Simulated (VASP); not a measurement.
Ga2Sb2CO, 6 atoms in the cell. The cell holds a slab with vacuum, 6 atoms: a = 4.334 Å, b = 4.334 Å, c = 23.320 Å, α = 90.00°, β = 90.00°, γ = 120.00°. 

| Item | Value |
| --- | --- |
| Program | VASP 6.6.1 |
| Task | single point |
| Functional | PBE |
| Dispersion | D3(BJ) |
| Potentials or basis | VASP PAW PBE potentials, release 64 (Sb_d_GW, Ga_d, O, C) |
| Cutoff | 520 eV |
| k mesh | 6 × 6 × 1 |
| Occupations | gaussian, width 0.1 eV |
| Spin | no spin polarisation |
| Dipole correction | yes |
| Further INCAR settings | ALGO = Normal; EDIFF = 1e-06; NBANDS = 42; NELMDL = -8 |

Potentials or basis: VASP PAW PBE potentials, release 64 (Sb_d_GW, Ga_d, O, C).

The run is started by

```sh
$ cat potpaw_PBE.64/Sb_d_GW/POTCAR potpaw_PBE.64/Ga_d/POTCAR potpaw_PBE.64/O/POTCAR potpaw_PBE.64/C/POTCAR > POTCAR
$ mpirun -np 1 vasp_std > vasp.out
```

Hardware: 1 thread of AMD EPYC 7R43 64-Core Processor (Zen 3), on a shared host.

Task: Estimate the wall time of this run.

Result: Wall time 7.9 min on 1 thread of AMD EPYC 7R43 64-Core Processor (Zen 3) (shared host), peak memory 0.57 GiB. Counts: scf iterations 23, k points 13.
